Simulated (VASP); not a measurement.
Write the native input for VASP 6.6.1 that does the following.

* Task: relaxation of cell and atoms
* Functional: PBE
* Potentials or basis: VASP PAW PBE potentials, release 64 (Pb_d)
* Cutoff: 600 eV
* k mesh: 13 × 13 × 13
* Occupations: fermi-dirac, width 0.05 eV
* Spin: no spin polarisation
* Target pressure: 0.25 GPa
* Dipole correction: no
* Further INCAR settings: ALGO = Normal; EDIFF = 1e-06; IBRION = 2; EDIFFG = -0.005; NSW = 60; ISIF = 3

The structure of Pb lies in POSCAR:

```
Pb
1.0
    0.0000000000      2.5152162699      2.5152162699
    2.5152162699      0.0000000000      2.5152162699
    2.5152162699      2.5152162699      0.0000000000
Pb
1
Direct
    0.0000000000      0.0000000000      0.0000000000
```

The input as run:

INCAR

```
PREC     = Accurate       # precision mode
ENCUT    = 600            # plane-wave cutoff, eV
EDIFF    = 1E-6           # SCF threshold, eV
ISMEAR   = -1             # smearing method
SIGMA    = 0.05           # smearing width, eV
LREAL    = F              # projectors in reciprocal space
LASPH    = T              # aspherical terms in the spheres
NELM     = 100            # most SCF steps
ALGO     = Normal         # electronic algorithm
ISIF     = 3              # what is computed and relaxed
LWAVE    = F              # write WAVECAR
LCHARG   = F              # write CHGCAR
GGA      = PE             # functional
IBRION   = 2              # ionic algorithm
NSW      = 60             # ionic steps
EDIFFG   = -0.005         # ionic threshold
PSTRESS  = 2.5
```

KPOINTS

```
Automatic mesh
0
Gamma
  13 13 13
```

Potentials or basis: VASP PAW PBE potentials, release 64 (Pb_d).

Run with:

```sh
$ cat potpaw_PBE.64/Pb_d/POTCAR > POTCAR
$ mpirun -np 1 vasp_std > vasp.out
```

Results of the run:

The pressure after relaxing is 0.3 GPa and the band gap on the k mesh is zero (band 7 reaches 13.79 eV, above the bottom of band 8 at 5.18 eV).

Caveat: the relaxation stopped at its first step, so nothing moved; the cell is relaxed towards a set pressure, so the enthalpy falls and the energy may rise; spin-orbit coupling is left out, which moves the levels of the heavy elements.

Wall time 29 s on 1 thread of Intel(R) Xeon(R) Platinum 8488C (Sapphire Rapids), with other jobs on the host, peak memory 0.18 GiB.
